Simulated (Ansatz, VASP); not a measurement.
# Si7Ge in VASP and in Ansatz

The input INCAR:

```
SYSTEM = Si7Ge
PREC = Accurate
ENCUT = 520
EDIFF = 1E-6
ISMEAR = 0
SIGMA = 0.03
LREAL = .FALSE.
LASPH = .TRUE.
NELM = 80
ALGO = Normal
ISIF = 2
LWAVE = .FALSE.
LCHARG = .FALSE.
GGA = PS
NBANDS = 31
```

File KPOINTS:

```
Automatic mesh
0
G
  8 8 8
  0 0 0
```

File POSCAR:

```
Si7Ge
1.0
    5.4074606548      0.0000000000      0.0000000000
    0.0000000000      5.4074606548      0.0000000000
    0.0000000000      0.0000000000      5.8600651116
Si Ge
7 1
Direct
    0.2525986838      0.2525986838      0.2525986838
    0.0000000000      0.5000000000      0.5000000000
    0.5000000000      0.5000000000      0.0000000000
    0.5000000000      0.0000000000      0.5000000000
    0.7474013162      0.2525986838      0.7474013162
    0.7474013162      0.7474013162      0.2525986838
    0.2525986838      0.7474013162      0.7474013162
    0.0000000000      0.0000000000      0.0000000000
```

Input for Ansatz:

```yaml
crystal:
  lattice:
    - [5.4074606548, 0.0, 0.0]
    - [0.0, 5.4074606548, 0.0]
    - [0.0, 0.0, 5.8600651116]
  atoms:
    - { symbol: Si, position: [0.2525986838, 0.2525986838, 0.2525986838] }
    - { symbol: Si, position: [0.0, 0.5, 0.5] }
    - { symbol: Si, position: [0.5, 0.5, 0.0] }
    - { symbol: Si, position: [0.5, 0.0, 0.5] }
    - { symbol: Si, position: [0.7474013162, 0.2525986838, 0.7474013162] }
    - { symbol: Si, position: [0.7474013162, 0.7474013162, 0.2525986838] }
    - { symbol: Si, position: [0.2525986838, 0.7474013162, 0.7474013162] }
    - { symbol: Ge, position: [0.0, 0.0, 0.0] }
basis:
  ecutwfc: 420
kpoints:
  mp_grid: { grid: [8, 8, 8] }
hamiltonian:
  xc: pbesol
  pseudopotentials: { kind: paw, azcp: { folder: soft_1 } }
scf:
  occupations: { method: gaussian, width: 0.03 }
output:
  forces: true
  stress: true
  eigenvalues: true
  write_density: true
  write_potential: true
  elf: true
  volumetric_format: npy
```

Alike in both runs: task single point; functional PBEsol; k mesh 8 × 8 × 8; occupations gaussian, width 0.03 eV; no spin polarisation.

|  | VASP | Ansatz |
| --- | --- | --- |
| version | VASP 6.6.1 | Ansatz 0.2.0 |
| potentials or method | VASP PAW PBE potentials, release 64 (Si, Ge_d), cutoff 520 eV | scalar-relativistic, plane waves, PAW |
| valence electrons in the cell | 42 | 42 |

|  | VASP | Ansatz | Ansatz less VASP |
| --- | --- | --- | --- |
| gap on the k mesh at the Fermi level (eV) | 0.07 | 0.08 | +0.005 |
| least direct gap on the mesh (eV) | 0.07 | 0.08 | +0.005 |
| pressure (GPa) | -4.3 | -4.3 | -0.07 |
| traceless stress, the component that is largest in VASP (GPa) | -5.48 | -5.48 | -0.001 |
| rms of the force components (eV/Å) | 0.008 | 0.010 | +0.0015 |

VASP's potentials were made for PBE, not for PBEsol, and Ansatz warns of the same on its side. Atom by atom the forces differ by 0.003 eV/Å (rms over components).
